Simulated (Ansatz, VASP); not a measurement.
**One calculation of Ge2Sb3, two programs**

```
Ge Sb
1.0
     4.87270    0.00000    0.00000
    -2.43635    4.21988    0.00000
     0.00000    0.00000    6.47568
Ge Sb
2 3
Direct
  0.33333 0.66667 0.19909
  0.66667 0.33333 0.80091
  0.00000 0.00000 0.00000
  0.33333 0.66667 0.64896
  0.66667 0.33333 0.35104
```

Alike in both runs: functional PBE; k mesh 6 × 6 × 4; occupations gaussian, width 0.1 eV; no spin polarisation.

Ansatz relaxed the structure, and its values are those at the end. VASP's run is a single point on that final structure, the one shown.

|  | VASP | Ansatz |
| --- | --- | --- |
| version | VASP 6.6.1 | Ansatz 0.2.0 |
| potentials or method | VASP PAW PBE potentials, release 64 (Ge_d, Sb), cutoff 520 eV | scalar-relativistic, plane waves, PAW |
| valence electrons in the cell | 43 | 73 |

```tsv
	VASP	Ansatz	Ansatz less VASP
gap on the k mesh at the Fermi level (eV)	none	none	-
pressure (GPa)	0.1	0.2	+0.04
rms of the force components (eV/Å)	0.008	0.009	+0.0017
```

A gap of «none» marks a metal or a gap that the smearing closes. VASP's potentials hold 43 valence electrons a cell and Ansatz's 73, so a difference there can come from the potentials and not from the codes.

Neither program's run includes spin-orbit coupling.
